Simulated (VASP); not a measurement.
# Hf2S (P6_3/mmc) in VASP: single point with LDA

Aim: the single point of Hf2S with LDA.

Program: VASP 6.6.1. These are calculated values, not measurements. Logs are shortened: lines on timing, memory, paths and dates and some standing lists are left out, and cuts for length are marked.

### Step 1. The cell of the first run

Symmetry: P6_3/mmc, No. 194, hexagonal system. The conventional cell has a = 3.313 Å, b = 3.313 Å, c = 11.606 Å, α = 90.00°, β = 90.00°, γ = 120.00°. Within 3.5 Å of Hf (site symmetry 3m) lie 3 S at 2.58 Å and 10 Hf at 3.03 to 3.45 Å. Within 3.4 Å of S (site symmetry -6m2) lie 6 Hf at 2.58 Å and 6 S at 3.31 Å.

### Step 2. Single point, LDA

Contents of INCAR:

```
PREC = Accurate ; ENCUT = 520
EDIFF = 1E-7 ; ISMEAR = -1
SIGMA = 0.15 ; LREAL = False
LASPH = True ; NELM = 100
ALGO = Normal ; ISIF = 2
LWAVE = False ; LCHARG = False
GGA = CA ; NBANDS = 35
```

Contents of KPOINTS:

```
Automatic mesh
0
Gamma
  12 12 4
```

Contents of POSCAR:

```
Hf2S
1.0
    3.3128240110      0.0000000000      0.0000000000
   -1.6564120055      2.8689897518      0.0000000000
    0.0000000000      0.0000000000     11.6063226704
Hf S
4 2
Direct
    0.6666666667      0.3333333333      0.8988303870
    0.3333333333      0.6666666667      0.3988303870
    0.6666666667      0.3333333333      0.6011696130
    0.3333333333      0.6666666667      0.1011696130
    0.0000000000      0.0000000000      0.7500000000
    0.0000000000      0.0000000000      0.2500000000
```

Potentials or basis: VASP PAW LDA potentials, release 64 (Hf_pv, S).

Started as:

```bash
cat potpaw_LDA.64/Hf_pv/POTCAR potpaw_LDA.64/S/POTCAR > POTCAR
mpirun -np 1 vasp_std > vasp.out
```

OUTCAR:

```text
PREC = Accurate
   ENCUT = 520
   EDIFF = 1E-7
   ISMEAR = -1
   LREAL = False
   LASPH = True
   NELM = 100
   ISIF = 2
   GGA = CA

 ion  position               nearest neighbor table
   1  0.667  0.333  0.899-   5 2.58   5 2.58   5 2.58   4 3.03   4 3.03   4 3.03   3 3.45
   2  0.333  0.667  0.399-   6 2.58   6 2.58   6 2.58   3 3.03   3 3.03   3 3.03   4 3.45
   3  0.667  0.333  0.601-   5 2.58   5 2.58   5 2.58   2 3.03   2 3.03   2 3.03   1 3.45
   4  0.333  0.667  0.101-   6 2.58   6 2.58   6 2.58   1 3.03   1 3.03   1 3.03   2 3.45
   5  0.000  0.000  0.750-   1 2.58   3 2.58   1 2.58   3 2.58   1 2.58   3 2.58
   6  0.000  0.000  0.250-   2 2.58   4 2.58   2 2.58   4 2.58   2 2.58   4 2.58

  LATTYP: Found a hexagonal cell.
 ALAT       =     3.3128240110
 C/A-ratio  =     3.5034528342

  Lattice vectors:

 A1 = (   3.3128240110,   0.0000000000,   0.0000000000)
 A2 = (  -1.6564120055,   2.8689897518,   0.0000000000)
 A3 = (   0.0000000000,   0.0000000000,  11.6063226704)

Analysis of symmetry for initial positions (statically):
=====================================================================
 Subroutine PRICEL returns:
 Original cell was already a primitive cell.

 Routine SETGRP: Setting up the symmetry group for a
 hexagonal supercell.

 Subroutine GETGRP returns: Found 24 space group operations
 (whereof 12 operations were pure point group operations)
 out of a pool of 24 trial point group operations.

The static configuration has the point symmetry D_3d.
 The point group associated with its full space group is D_6h.

Analysis of symmetry for dynamics (positions and initial velocities):
=====================================================================
 Subroutine PRICEL returns:
 Original cell was already a primitive cell.

 Routine SETGRP: Setting up the symmetry group for a
 hexagonal supercell.

 Subroutine GETGRP returns: Found 24 space group operations
 (whereof 12 operations were pure point group operations)
 out of a pool of 24 trial point group operations.

The dynamic configuration has the point symmetry D_3d.
 The point group associated with its full space group is D_6h.

 Subroutine INISYM returns: Found 24 space group operations
 (whereof 12 operations are pure point group operations),
 and found     1 'primitive' translations

----------------------------------------------------------------------------------------

                                     Primitive cell

  volume of cell :     110.3118

  direct lattice vectors                    reciprocal lattice vectors
     3.312824011  0.000000000  0.000000000     0.301857266  0.174277374  0.000000000
    -1.656412006  2.868989752  0.000000000     0.000000000  0.348554748  0.000000000
     0.000000000  0.000000000 11.606322670     0.000000000  0.000000000  0.086159934

  length of vectors
     3.312824011  3.312824011 11.606322670     0.348554748  0.348554748  0.086159934

  position of ions in fractional coordinates (direct lattice)
     0.666666667  0.333333333  0.898830387
     0.333333333  0.666666667  0.398830387
     0.666666667  0.333333333  0.601169613
     0.333333333  0.666666667  0.101169613
     0.000000000  0.000000000  0.750000000
     0.000000000  0.000000000  0.250000000

  ion indices of the primitive-cell ions
   primitive index   ion index
                 1           1
                 2           2
                 3           3
                 4           4
                 5           5
                 6           6

----------------------------------------------------------------------------------------

 KPOINTS: Automatic mesh

Automatic generation of k-mesh.
 Grid dimensions read from file:
 generate k-points for:   12   12    4

 Generating k-lattice:

  Cartesian coordinates                     Fractional coordinates (reciprocal lattice)
     0.025154772  0.014523115  0.000000000     0.083333333  0.000000000  0.000000000
     0.000000000  0.029046229  0.000000000     0.000000000  0.083333333  0.000000000
     0.000000000  0.000000000  0.021539984     0.000000000  0.000000000  0.250000000

  Length of vectors
     0.029046229  0.029046229  0.021539984

  Shift w.r.t. Gamma in fractional coordinates (k-lattice)
     0.000000000  0.000000000  0.000000000

 Subroutine IBZKPT returns following result:
 ===========================================

 Found     57 irreducible k-points:

 Following reciprocal coordinates:
            Coordinates               Weight
  0.000000  0.000000  0.000000      1.000000
  0.083333  0.000000  0.000000      6.000000
  0.166667  0.000000  0.000000      6.000000
  0.250000  0.000000  0.000000      6.000000
  0.333333 -0.000000  0.000000      6.000000
  0.416667  0.000000  0.000000      6.000000
[... 16 lines left out ...]
  0.250000  0.000000  0.250000     12.000000
  0.333333 -0.000000  0.250000     12.000000
 [... further k-points ...]
   k-points           NKPTS =     57   k-points in BZ     NKDIM =     57   number of bands    NBANDS=     35
   number of dos      NEDOS =    301   number of ions     NIONS =      6
   total plane-waves  NPLWV =  70560
   dimension x,y,z NGX =    28 NGY =   28 NGZ =   90
   dimension x,y,z NGXF=    56 NGYF=   56 NGZF=  180
   ions per type =               4   2
   NGX,Y,Z   is equivalent  to a cutoff of  14.05, 14.05, 12.89 a.u.
   NGXF,Y,Z  is equivalent  to a cutoff of  28.10, 28.10, 25.78 a.u.
 SYSTEM =  unknown system
   PREC   = accura    normal or accurate (medium, high low for compatibility)
   ISTART =      0    job   : 0-new  1-cont  2-samecut
   ICHARG =      2    charge: 1-file 2-atom 10-const
   ISPIN  =      1    spin polarized calculation?
   LNONCOLLINEAR =      F non collinear calculations
   LSORBIT =      F    spin-orbit coupling
   LASPH  =      T    aspherical Exc in radial PAW
   ENCUT  =  520.0 eV  38.22 Ry    6.18 a.u.   6.16  6.16 21.58*2*pi/ulx,y,z
   NELM   =    100;   NELMIN=  2; NELMDL= -5     # of ELM steps
   EDIFF  = 0.1E-06   stopping-criterion for ELM
   LREAL  =      F    real-space projection
   EDIFFG = 0.1E-05   stopping-criterion for IOM
   NSW    =      0    number of steps for IOM
   IBRION =     -1    ionic relax: 0-MD 1-quasi-New 2-CG
   NFREE  =      0    steps in history (QN), initial steepest desc. (CG)
   ISIF   =      2    stress and relaxation
   ISYM   =      2    0-nonsym 1-usesym 2-fastsym
   POTIM  = 0.5000    time-step for ionic-motion
   TEBEG  =    0.0;   TEEND  =   0.0 temperature during run
   PSTRESS=    0.0 pullay stress
   NELECT =      52.0000    total number of electrons
   NUPDOWN=      -1.0000    fix difference up-down
   EMIN   =  10.00;   EMAX   =-10.00  energy-range for DOS
   EFERMI =   0.00;   METHOD = LEGACY
   ISMEAR =    -1;   SIGMA  =   0.15  broadening in eV -4-tet -1-fermi 0-gaus
   EFERMI_NEDOS =   21; number of points for ismear=-14 and -15
   IALGO  =     38    algorithm
   IMIX   =      4    mixing-type and parameters
     AMIX     =   0.40;   BMIX     =  1.00
     AMIX_MAG =   1.60;   BMIX_MAG =  1.00
  volume/ion in A,a.u.               =      18.39       124.07
  Fermi-wavevector in a.u.,A,eV,Ry     =   1.274095  2.407691 22.086597  1.623319
  Thomas-Fermi vector in A             =   2.406882
   LORBIT       =      0    0 simple, 1 ext, 2 COOP (PROOUT), +10 PAW based schemes
   GGA     = CA    functional components
   LHFCALC =     F    Hartree Fock is set to
   AEXX    =    0.0000 exact exchange contribution
   IVDW    =     0    specifies the selected vdW correction
   LEPSILON=     F    determine dielectric tensor
   LRPA    =     F    only Hartree local field effects (RPA)
 non-spin polarized calculation
  energy-cutoff  :      520.00
  volume of cell :      110.31
 maximum number of plane-waves:      3012
 NGX is ok and might be reduce to    28
   NGX = 13   NGY = 13   NGZ = 43

 number of electron      52.0000002 magnetization

 Free energy of the ion-electron system (eV)
  ---------------------------------------------------
  ext. energy  EPLUGINS =         0.00000000
  ---------------------------------------------------
  free energy    TOTEN  =       -59.08242479 eV

  energy without entropy =      -58.87808960  energy(sigma->0) =      -58.98025720

 E-fermi :   6.5874     XC(G=0): -11.7988

 val. band max:        6.5847618684   @ k =   0.1667   0.0000   0.0000
 cond. band min:       6.5932180580   @ k =   0.3333  -0.0000   0.2500
 fundamental gap:      0.0084561896
 Fermi energy:         6.5873841958

 k-point     1 :       0.0000    0.0000    0.0000
  band No.  band energies     occupation
      1     -24.3913      2.00000
      2     -24.2443      2.00000
      3     -23.8843      2.00000
      4     -23.7564      2.00000
      5     -23.7564      2.00000
      6     -23.7449      2.00000
[... 27 lines left out ...]
     34       9.2325      0.00000
     35       9.6756      0.00000

 k-point     2 :       0.0833    0.0000    0.0000
  band No.  band energies     occupation
      1     -24.3791      2.00000
      2     -24.2352      2.00000
      3     -23.9115      2.00000
      4     -23.8054      2.00000
      5     -23.7661      2.00000
      6     -23.7604      2.00000
[... 27 lines left out ...]
     34       9.2903      0.00000
     35       9.3872      0.00000

 k-point     3 :       0.1667    0.0000    0.0000
  band No.  band energies     occupation
      1     -24.3461      2.00000
      2     -24.2115      2.00000
      3     -23.9851      2.00000
      4     -23.9049      2.00000
      5     -23.7918      2.00000
      6     -23.7839      2.00000
[... 27 lines left out ...]
     34       9.2829      0.00000
     35       9.3551      0.00000

 k-point     4 :       0.2500    0.0000    0.0000
  band No.  band energies     occupation
      1     -24.3041      2.00000
      2     -24.1865      2.00000
      3     -24.0843      2.00000
      4     -24.0198      2.00000
      5     -23.8711      2.00000
      6     -23.8257      2.00000
[... 27 lines left out ...]
     34       9.6645      0.00000
     35       9.6824      0.00000

 k-point     5 :       0.3333   -0.0000    0.0000
  band No.  band energies     occupation
      1     -24.2758      2.00000
      2     -24.1837      2.00000
      3     -24.1822      2.00000
      4     -24.1263      2.00000
      5     -23.9425      2.00000
      6     -23.8753      2.00000
[... 638 lines left out ...]
 k-point    22 :       0.1667    0.0000    0.2500
  band No.  band energies     occupation
      1     -24.3310      2.00000
      2     -24.2387      2.00000
      3     -23.9661      2.00000
      4     -23.9127      2.00000
      5     -23.7902      2.00000
      6     -23.7816      2.00000
[... 27 lines left out ...]
     34       9.1598      0.00000
     35       9.4078      0.00000

 k-point    23 :       0.2500    0.0000    0.2500
  band No.  band energies     occupation
      1     -24.2911      2.00000
      2     -24.2114      2.00000
      3     -24.0696      2.00000
      4     -24.0274      2.00000
      5     -23.8631      2.00000
      6     -23.8317      2.00000
[... 27 lines left out ...]
     34       9.5182      0.00000
     35       9.6891      0.00000

 k-point    24 :       0.3333   -0.0000    0.2500
  band No.  band energies     occupation
      1     -24.2655      2.00000
      2     -24.2063      2.00000
      3     -24.1677      2.00000
      4     -24.1345      2.00000
      5     -23.9324      2.00000
      6     -23.8877      2.00000
[... 27 lines left out ...]
     34       9.8412      0.00000
     35      10.2806      0.00000

 [... further k-points ...]

------------------------ aborting loop because EDIFF is reached ----------------------------------------

  FORCE on cell =-STRESS in cart. coord.  units (eV):
  Direction    XX          YY          ZZ          XY          YZ          ZX
  --------------------------------------------------------------------------------------
  -------------------------------------------------------------------------------------
  Total       -0.0042101     -0.0042101      0.0816506      0.0000000     -0.0000000      0.0000000
  in kB       -0.0611476     -0.0611476      1.1858999      0.0000000     -0.0000000      0.0000000
  external PRESSURE =       0.3545349 kB  Pullay stress =       0.0000000 kB

 VOLUME and BASIS-vectors are now :
 -----------------------------------------------------------------------------
  energy-cutoff  :      520.00
  volume of cell :      110.31
      direct lattice vectors                 reciprocal lattice vectors
     3.312824011  0.000000000  0.000000000     0.301857266  0.174277374  0.000000000
    -1.656412006  2.868989752  0.000000000     0.000000000  0.348554748  0.000000000
     0.000000000  0.000000000 11.606322670     0.000000000  0.000000000  0.086159934

 POSITION                                       TOTAL-FORCE (eV/Angst)
 -----------------------------------------------------------------------------------
      1.65641      0.95633     10.43212         0.000000      0.000000     -0.032464
     -0.00000      1.91266      4.62895        -0.000000      0.000000     -0.032464
      1.65641      0.95633      6.97737         0.000000      0.000000      0.032464
     -0.00000      1.91266      1.17421        -0.000000      0.000000      0.032464
      0.00000      0.00000      8.70474        -0.000000      0.000000     -0.000000
      0.00000      0.00000      2.90158        -0.000000     -0.000000      0.000000
 -----------------------------------------------------------------------------------
    total drift:                                0.000000      0.000000      0.000000

  FREE ENERGIE OF THE ION-ELECTRON SYSTEM (eV)
  ---------------------------------------------------
  free  energy   TOTEN  =       -59.0824247939 eV

  energy  without entropy=      -58.8780895986  energy(sigma->0) =      -58.98025720
```

It took 3.9 min on 1 thread of Intel Xeon Platinum 8488C (Sapphire Rapids), shared host; peak memory 0.32 GiB.

Results:

```yaml
Free_energy: -59.0824 eV
Pressure: 0.0 GPa
Largest_force: 0.032 eV/Å
Band_gap_on_the_k_mesh: zero (bands 26 and 27 overlap by 0.99 eV)
```

Forces in eV/Å, atoms in the order of the input:
```
Hf   0.000  0.000 -0.032
Hf   0.000  0.000 -0.032
Hf   0.000  0.000  0.032
Hf   0.000  0.000  0.032
S    0.000  0.000  0.000
S    0.000  0.000  0.000
```

Stress tensor (GPa, compression positive):
```
-0.01  0.00  0.00
 0.00 -0.01  0.00
 0.00  0.00  0.12
```

Caveat: spin-orbit coupling is left out, which moves the levels of the heavy elements.
